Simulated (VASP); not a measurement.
# SiO2 (Cmme) in VASP: electric field gradients with r2SCAN

Aim: the electric field gradients of SiO2 with r2SCAN.

All numbers are computed with VASP 6.6.1; they aren't measurements. Logs are shortened: lines on timing, memory, paths and dates and some standing lists are left out, and cuts for length are marked.

## Step 1: The cell of the first run

It takes space group Cmme (No. 67, orthorhombic). Conventional cell: a = 8.546 Å, b = 15.269 Å, c = 9.620 Å, α = 90.00°, β = 90.00°, γ = 90.00°. Si (site symmetry 1) has 4 O at 1.60 to 1.62 Å within 2.1 Å. Within 2.1 Å of Si (site symmetry m) lie 4 O at 1.60 to 1.61 Å. O (site symmetry 2) has 2 Si at 1.62 Å within 2.1 Å. Within 2.1 Å of O (site symmetry 1) lie 2 Si at 1.60 to 1.61 Å. Within 2.1 Å of O (site symmetry 2) lie 2 Si at 1.61 Å. Within 2.1 Å of O (site symmetry m) lie 2 Si at 1.60 Å. O (site symmetry mm2) has 2 Si at 1.60 Å within 2.1 Å. Within 2.1 Å of O (site symmetry 2/m) lie 2 Si at 1.60 Å.

## Step 2: Electric field gradients, r2SCAN

The input, POSCAR:

```
SiO2
1.0
    4.2732326200     -7.6346609450      0.0000000000
    4.2732326200      7.6346609450      0.0000000000
    0.0000000000      0.0000000000      9.6200782400
Si O
12 24
Direct
    0.5908821000      0.7841250600      0.3487267800
    0.7841250600      0.5908821000      0.6512732200
    0.7158749400      0.9091179000      0.6512732200
    0.9091179000      0.7158749400      0.3487267800
    0.4091179000      0.2158749400      0.6512732200
    0.2158749400      0.4091179000      0.3487267800
    0.2841250600      0.0908821000      0.3487267800
    0.0908821000      0.2841250600      0.6512732200
    0.5627219300      0.0627219300      0.1565603200
    0.0627219300      0.5627219300      0.8434396800
    0.4372780700      0.9372780700      0.8434396800
    0.9372780700      0.4372780700      0.1565603200
    0.6237028200      0.8762971800      0.5000000000
    0.8762971800      0.6237028200      0.5000000000
    0.3762971800      0.1237028200      0.5000000000
    0.1237028200      0.3762971800      0.5000000000
    0.5861185600      0.9133538200      0.2335491900
    0.9133538200      0.5861185600      0.7664508100
    0.5866461800      0.9138814400      0.7664508100
    0.9138814400      0.5866461800      0.2335491900
    0.4138814400      0.0866461800      0.7664508100
    0.0866461800      0.4138814400      0.2335491900
    0.4133538200      0.0861185600      0.2335491900
    0.0861185600      0.4133538200      0.7664508100
    0.7500000000      0.7500000000      0.3113994100
    0.7500000000      0.7500000000      0.6886005900
    0.2500000000      0.2500000000      0.6886005900
    0.2500000000      0.2500000000      0.3113994100
    0.4036993800      0.5963006200      0.3496801600
    0.5963006200      0.4036993800      0.6503198400
    0.9036993800      0.0963006200      0.6503198400
    0.0963006200      0.9036993800      0.3496801600
    0.7500000000      0.2500000000      0.1571086800
    0.2500000000      0.7500000000      0.8428913200
    0.5000000000      0.0000000000      0.0000000000
    0.0000000000      0.5000000000      0.0000000000
```

The input, INCAR.step1:

```
PREC     = Accurate       # precision mode
ENCUT    = 520            # plane-wave cutoff, eV
ISMEAR   = -1             # smearing method
SIGMA    = 0.02           # smearing width, eV
LREAL    = Auto         
LASPH    = True           # aspherical terms in the spheres
NELM     = 80             # most SCF steps
NBANDS   = 120            # bands
GGA      = PE             # functional
ALGO     = Normal         # electronic algorithm
EDIFF    = 1E-4           # SCF threshold, eV
LWAVE    = True           # write WAVECAR
LCHARG   = False          # write CHGCAR
LUSENCCL = False
```

The input, INCAR.step2:

```
PREC     = Accurate       # precision mode
ENCUT    = 520            # plane-wave cutoff, eV
EDIFF    = 1E-8           # SCF threshold, eV
ISMEAR   = -1             # smearing method
SIGMA    = 0.02           # smearing width, eV
LREAL    = Auto         
LASPH    = True           # aspherical terms in the spheres
NELM     = 80             # most SCF steps
ALGO     = Normal         # electronic algorithm
ISIF     = 2              # what is computed and relaxed
LWAVE    = False          # write WAVECAR
LCHARG   = False          # write CHGCAR
METAGGA  = R2SCAN         # meta-GGA
LMIXTAU  = True         
LEFG     = True         
NBANDS   = 120            # bands
ISTART   = 1            
LUSENCCL = False
```

The input, KPOINTS:

```
Automatic mesh
0
Gamma
  3 3 2
```

Potentials or basis: VASP PAW PBE potentials, release 64 (Si, O).

Command:

```
$ cat potpaw_PBE.64/Si/POTCAR potpaw_PBE.64/O/POTCAR > POTCAR
$ cp INCAR.step1 INCAR
$ mpirun -np 1 vasp_std > vasp.out
$ cp INCAR.step2 INCAR
$ mpirun -np 1 vasp_std > vasp.out
```

OUTCAR:

```text
PREC = Accurate
   ENCUT = 520
   EDIFF = 1E-8
   ISMEAR = -1
   LREAL = Auto
   LASPH = True
   NELM = 80
   ISIF = 2
   METAGGA = R2SCAN
   ISTART = 1

 ion  position               nearest neighbor table
   1  0.591  0.784  0.349-  17 1.60  29 1.60  25 1.61  13 1.62   3 3.10   4 3.14
   2  0.784  0.591  0.651-  18 1.60  30 1.60  26 1.61  14 1.62   4 3.10   3 3.14
   3  0.716  0.909  0.651-  19 1.60  31 1.60  26 1.61  13 1.62   1 3.10   2 3.14
   4  0.909  0.716  0.349-  20 1.60  32 1.60  25 1.61  14 1.62   2 3.10   1 3.14
   5  0.409  0.216  0.651-  21 1.60  30 1.60  27 1.61  15 1.62   7 3.10   8 3.14
   6  0.216  0.409  0.349-  22 1.60  29 1.60  28 1.61  16 1.62   8 3.10   7 3.14
   7  0.284  0.091  0.349-  23 1.60  32 1.60  28 1.61  15 1.62   5 3.10   6 3.14
   8  0.091  0.284  0.651-  24 1.60  31 1.60  27 1.61  16 1.62   6 3.10   5 3.14
   9  0.563  0.063  0.157-  35 1.60  33 1.60  17 1.61  23 1.61
  10  0.063  0.563  0.843-  36 1.60  34 1.60  18 1.61  24 1.61
  11  0.437  0.937  0.843-  35 1.60  34 1.60  19 1.61  21 1.61
  12  0.937  0.437  0.157-  36 1.60  33 1.60  20 1.61  22 1.61
  13  0.624  0.876  0.500-   1 1.62   3 1.62
  14  0.876  0.624  0.500-   2 1.62   4 1.62
  15  0.376  0.124  0.500-   5 1.62   7 1.62
  16  0.124  0.376  0.500-   6 1.62   8 1.62
  17  0.586  0.913  0.234-   1 1.60   9 1.61
[... 17 lines left out ...]
  35  0.500  0.000  0.000-   9 1.60  11 1.60
  36  0.000  0.500  0.000-  10 1.60  12 1.60

  LATTYP: Found a base centered orthorhombic cell.
 ALAT       =     8.5464652400
 B/A-ratio  =     1.7866242313
 C/A-ratio  =     1.1256207063

  Lattice vectors:

 A1 = (   4.2732326200,  -7.6346609450,   0.0000000000)
 A2 = (   4.2732326200,   7.6346609450,   0.0000000000)
 A3 = (   0.0000000000,   0.0000000000,   9.6200782400)

Analysis of symmetry for initial positions (statically):
=====================================================================
 Subroutine PRICEL returns:
 Original cell was already a primitive cell.

 Routine SETGRP: Setting up the symmetry group for a
 base centered orthorhombic supercell.

 Subroutine GETGRP returns: Found  8 space group operations
 (whereof  4 operations were pure point group operations)
 out of a pool of  8 trial point group operations.

The static configuration has the point symmetry C_2h.
 The point group associated with its full space group is D_2h.
[... 1110 lines left out ...]

  FORCE on cell =-STRESS in cart. coord.  units (eV):
  Direction    XX          YY          ZZ          XY          YZ          ZX
  --------------------------------------------------------------------------------------
  -------------------------------------------------------------------------------------
  Total        0.7279304      1.0641143      0.9267641      0.0000000      0.0000000      0.0000000
  in kB        1.8579994      2.7160889      2.3655105      0.0000000      0.0000000      0.0000000
  external PRESSURE =       2.3131996 kB  Pullay stress =       0.0000000 kB

 VOLUME and BASIS-vectors are now :
 -----------------------------------------------------------------------------
  energy-cutoff  :      520.00
  volume of cell :      627.70
      direct lattice vectors                 reciprocal lattice vectors
     4.273232620 -7.634660945  0.000000000     0.117007438 -0.065490793  0.000000000
     4.273232620  7.634660945  0.000000000     0.117007438  0.065490793 -0.000000000
     0.000000000  0.000000000  9.620078240    -0.000000000  0.000000000  0.103949259

 POSITION                                       TOTAL-FORCE (eV/Angst)
 -----------------------------------------------------------------------------------
      5.87573      1.47534      3.35478         0.010616      0.009708     -0.003477
      5.87573     -1.47534      6.26530         0.010616     -0.009708      0.003477
      6.94397      1.47534      6.26530        -0.010616      0.009708      0.003477
      6.94397     -1.47534      3.35478        -0.010616     -0.009708     -0.003477
      2.67074     -1.47534      6.26530        -0.010616     -0.009708      0.003477
      2.67074      1.47534      3.35478        -0.010616      0.009708     -0.003477
[... 28 lines left out ...]
      2.13662     -3.81733      0.00000         0.000000      0.000000      0.000000
      2.13662      3.81733      0.00000         0.000000      0.000000      0.000000
 -----------------------------------------------------------------------------------
    total drift:                                0.000000      0.000000     -0.000000

  FREE ENERGIE OF THE ION-ELECTRON SYSTEM (eV)
  ---------------------------------------------------
  free  energy   TOTEN  =      -357.0821377113 eV

  energy  without entropy=     -357.0821377113  energy(sigma->0) =     -357.08213771

 Electric field gradients (V/A^2)
---------------------------------------------------------------------
 ion       V_xx      V_yy      V_zz      V_xy      V_xz      V_yz
---------------------------------------------------------------------
   1       0.478    -1.292     0.813    -0.152    -0.478     6.081
   2       0.478    -1.292     0.813     0.152     0.478     6.081
   3       0.478    -1.292     0.813     0.152    -0.478    -6.081
   4       0.478    -1.292     0.813    -0.152     0.478    -6.081
   5       0.478    -1.292     0.813    -0.152    -0.478     6.081
   6       0.478    -1.292     0.813     0.152     0.478     6.081
[... 28 lines left out ...]
  35     -30.514   -49.138    79.652     0.000    45.667    -0.000
  36     -30.514   -49.138    79.652    -0.000   -45.667    -0.000
---------------------------------------------------------------------

 Electric field gradients after diagonalization (V/A^2)
 (convention: |V_zz| > |V_xx| > |V_yy|)
----------------------------------------------------------------------
 ion       V_xx      V_yy      V_zz     asymmetry (V_yy - V_xx)/ V_zz
----------------------------------------------------------------------
   1       5.972     0.445    -6.416       0.861
   2       5.972     0.445    -6.416       0.861
   3       5.972     0.445    -6.416       0.861
   4       5.972     0.445    -6.416       0.861
   5       5.972     0.445    -6.416       0.861
   6       5.972     0.445    -6.416       0.861
[... 28 lines left out ...]
  35     -49.138   -46.982    96.120       0.022
  36     -49.138   -46.982    96.120       0.022
----------------------------------------------------------------------

           NMR quadrupolar parameters

 Cq : quadrupolar parameter    Cq=e*Q*V_zz/h
 eta: asymmetry parameters     (V_yy - V_xx)/ V_zz
 Q  : nuclear electric quadrupole moment in mb (millibarn)
----------------------------------------------------------------------
 ion       Cq(MHz)       eta       Q (mb)
----------------------------------------------------------------------
   1      -0.016       0.861       1.000
   2      -0.016       0.861       1.000
   3      -0.016       0.861       1.000
   4      -0.016       0.861       1.000
   5      -0.016       0.861       1.000
   6      -0.016       0.861       1.000
[... 28 lines left out ...]
  35       0.232       0.022       1.000
  36       0.232       0.022       1.000
----------------------------------------------------------------------
```

Wall time 5.8 min (1 × NVIDIA H100 80GB with 1 thread of AMD EPYC 7R13 (Zen 3), shared host); peak memory 1.9 GiB.

What came out:

| Quantity | Value |
| --- | --- |
| Free energy | -357.0821 eV |
| Pressure | 0.2 GPa |
| Largest force | 0.016 eV/Å |
| Band gap on the k mesh | 6.20 eV |
| Largest electric field gradient by atom | Si -6.4, +3.4 (each value once); O +87.5, +93.6, +90.4, +94.4, +95.3, +96.1 (each value once) V/Å² |

Forces on the atoms (eV/Å):
```
Si   0.011  0.010 -0.003
Si   0.011 -0.010  0.003
Si  -0.011  0.010  0.003
Si  -0.011 -0.010 -0.003
Si  -0.011 -0.010  0.003
Si  -0.011  0.010 -0.003
Si   0.011 -0.010 -0.003
Si   0.011  0.010  0.003
Si   0.000  0.000 -0.013
Si   0.000  0.000  0.013
Si   0.000  0.000  0.013
Si   0.000  0.000 -0.013
O    0.000  0.008  0.000
O    0.000 -0.008  0.000
O    0.000 -0.008  0.000
O    0.000  0.008  0.000
O   -0.008 -0.011 -0.003
O   -0.008  0.011  0.003
O    0.008 -0.011  0.003
O    0.008  0.011 -0.003
O    0.008  0.011  0.003
O    0.008 -0.011 -0.003
O   -0.008  0.011 -0.003
O   -0.008 -0.011  0.003
O    0.000  0.000  0.012
O    0.000  0.000 -0.012
O    0.000  0.000 -0.012
O    0.000  0.000  0.012
O    0.000  0.001  0.012
O    0.000 -0.001 -0.012
O    0.000  0.001 -0.012
O    0.000 -0.001  0.012
O    0.000  0.000  0.016
O    0.000  0.000 -0.016
O    0.000  0.000  0.000
O    0.000  0.000  0.000
```

Electric field gradients, principal values (V/Å²):
| atom | least | middle | greatest (by size) |
| --- | --- | --- | --- |
| 1 Si | 0.445 | 5.972 | -6.416 |
| 2 Si | 0.445 | 5.972 | -6.416 |
| 3 Si | 0.445 | 5.972 | -6.416 |
| 4 Si | 0.445 | 5.972 | -6.416 |
| 5 Si | 0.445 | 5.972 | -6.416 |
| 6 Si | 0.445 | 5.972 | -6.416 |
| 7 Si | 0.445 | 5.972 | -6.416 |
| 8 Si | 0.445 | 5.972 | -6.416 |
| 9 Si | -0.761 | -2.633 | 3.394 |
| 10 Si | -0.761 | -2.633 | 3.394 |
| 11 Si | -0.761 | -2.633 | 3.394 |
| 12 Si | -0.761 | -2.633 | 3.394 |
| 13 O | -35.802 | -51.745 | 87.546 |
| 14 O | -35.802 | -51.745 | 87.546 |
| 15 O | -35.802 | -51.745 | 87.546 |
| 16 O | -35.802 | -51.745 | 87.546 |
| 17 O | -44.761 | -48.808 | 93.569 |
| 18 O | -44.761 | -48.808 | 93.569 |
| 19 O | -44.761 | -48.808 | 93.569 |
| 20 O | -44.761 | -48.808 | 93.569 |
| 21 O | -44.761 | -48.808 | 93.569 |
| 22 O | -44.761 | -48.808 | 93.569 |
| 23 O | -44.761 | -48.808 | 93.569 |
| 24 O | -44.761 | -48.808 | 93.569 |
| 25 O | -39.890 | -50.548 | 90.438 |
| 26 O | -39.890 | -50.548 | 90.438 |
| 27 O | -39.890 | -50.548 | 90.438 |
| 28 O | -39.890 | -50.548 | 90.438 |
| 29 O | -45.124 | -49.263 | 94.388 |
| 30 O | -45.124 | -49.263 | 94.388 |
| 31 O | -45.124 | -49.263 | 94.388 |
| 32 O | -45.124 | -49.263 | 94.388 |
| 33 O | -46.729 | -48.535 | 95.264 |
| 34 O | -46.729 | -48.535 | 95.264 |
| 35 O | -46.982 | -49.138 | 96.120 |
| 36 O | -46.982 | -49.138 | 96.120 |

Caveat: without QUAD_EFG the Cq values of the log hold for a quadrupole moment of 1 mb, not for the nuclei; the PAW data sets were made with another functional, which shifts forces and pressure a little. A k mesh can miss the band edges.
